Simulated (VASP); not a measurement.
Input of a VASP 6.6.1 run:

INCAR

```
SYSTEM = Si2Mo
ALGO = Normal ; EDIFF = 1E-6
ENCUT = 520 ; GGA = PE
ISIF = 2 ; ISMEAR = 0
LASPH = .True. ; LCHARG = .True.
LELF = .True. ; LREAL = .False.
LVHAR = .True. ; LWAVE = .False.
NBANDS = 18 ; NELM = 80
PREC = Accurate ; SIGMA = 0.1
```

KPOINTS

```
k-points
0
Gamma
  18 18 18
  0 0 0
```

Contents of POSCAR:

```
Si2Mo
1.0
   -1.6084236828      1.6084236828      3.9365100029
    1.6084236828     -1.6084236828      3.9365100029
    1.6084236828      1.6084236828     -3.9365100029
Si Mo
2 1
Direct
    0.3350991394      0.3350991394      0.0000000000
    0.6649008606      0.6649008606      0.0000000000
    0.0000000000      0.0000000000      0.0000000000
```

Potentials or basis: VASP PAW PBE potentials, release 64 (Si, Mo_sv).

Run with:

```sh
$ cat potpaw_PBE.64/Si/POTCAR potpaw_PBE.64/Mo_sv/POTCAR > POTCAR
$ mpirun -np 1 vasp_std > vasp.out
```

(1) What does it give for the largest force?

(2) Estimate the pressure.

(3) Predict the band gap on the k mesh.

Results:

(1) 0.004 eV/Å.

(2) 0.2 GPa.

(3) zero (bands 11 and 12 overlap by 0.94 eV).
